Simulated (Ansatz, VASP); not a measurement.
# Two plane-wave programs on CdAgBr3

The input INCAR:

```
PREC = Accurate
ENCUT = 520
EDIFF = 1E-7
ISMEAR = 0
SIGMA = 0.1
LREAL = False
LASPH = True
NELM = 60
ALGO = Normal
ISIF = 2
LWAVE = False
LCHARG = False
GGA = PE
NBANDS = 30
```

File KPOINTS:

```
Automatic mesh
0
Gamma
  4 4 4
```

Contents of POSCAR:

```
CdAgBr3
1.0
    3.6850542400      2.1275670600      3.0088341800
   -3.6850542400      2.1275670600      3.0088341800
    0.0000000000     -4.2551341100      3.0088341800
Cd Ag Br
1 1 3
Direct
    0.4742052800      0.4742052800      0.4742052800
    0.9742052800      0.9742052800      0.9742052800
    0.0000000000      0.5000000000      0.0000000000
    0.5000000000      0.0000000000      0.0000000000
    0.0000000000      0.0000000000      0.5000000000
```

Input for Ansatz:

```yaml
crystal:
  lattice:
    - [3.68505424, 2.12756706, 3.00883418]
    - [-3.68505424, 2.12756706, 3.00883418]
    - [0.0, -4.25513411, 3.00883418]
  atoms:
    - { symbol: Cd, position: [0.47420528, 0.47420528, 0.47420528] }
    - { symbol: Ag, position: [0.97420528, 0.97420528, 0.97420528] }
    - { symbol: Br, position: [0.0, 0.5, 0.0] }
    - { symbol: Br, position: [0.5, 0.0, 0.0] }
    - { symbol: Br, position: [0.0, 0.0, 0.5] }
basis:
  ecutwfc: 420
kpoints:
  mp_grid: { grid: [4, 4, 4] }
hamiltonian:
  xc: pbe
scf:
  occupations: { method: gaussian, width: 0.1 }
  lower_state_search: "off"
output:
  forces: true
  stress: true
  eigenvalues: true
```

Alike in both runs: task single point; functional PBE; k mesh 4 × 4 × 4; occupations gaussian, width 0.1 eV; no spin polarisation.

```csv
,VASP,Ansatz
version,VASP 6.6.1,Ansatz 0.2.0
potentials or method,"VASP PAW PBE potentials, release 64 (Cd, Ag, Br), cutoff 520 eV","scalar-relativistic, plane waves, PAW"
valence electrons in the cell,44,60
```

|  | VASP | Ansatz | Ansatz less VASP |
| --- | --- | --- | --- |
| gap on the k mesh at the Fermi level (eV) | none | none | - |
| pressure (GPa) | 3.5 | 3.5 | +0.01 |
| traceless stress, the component that is largest in VASP (GPa) | -0.68 | -0.68 | 0.000 |
| rms of the force components (eV/Å) | 0.620 | 0.620 | -0.0002 |

Atom by atom the forces differ by 0.001 eV/Å (rms over components). A gap of «none» marks a metal or a gap that the smearing closes. The functional is the same, so the differences come from potentials, cutoffs and numerics. VASP's potentials hold 44 valence electrons a cell and Ansatz's 60, so a difference there can come from the potentials and not from the codes.
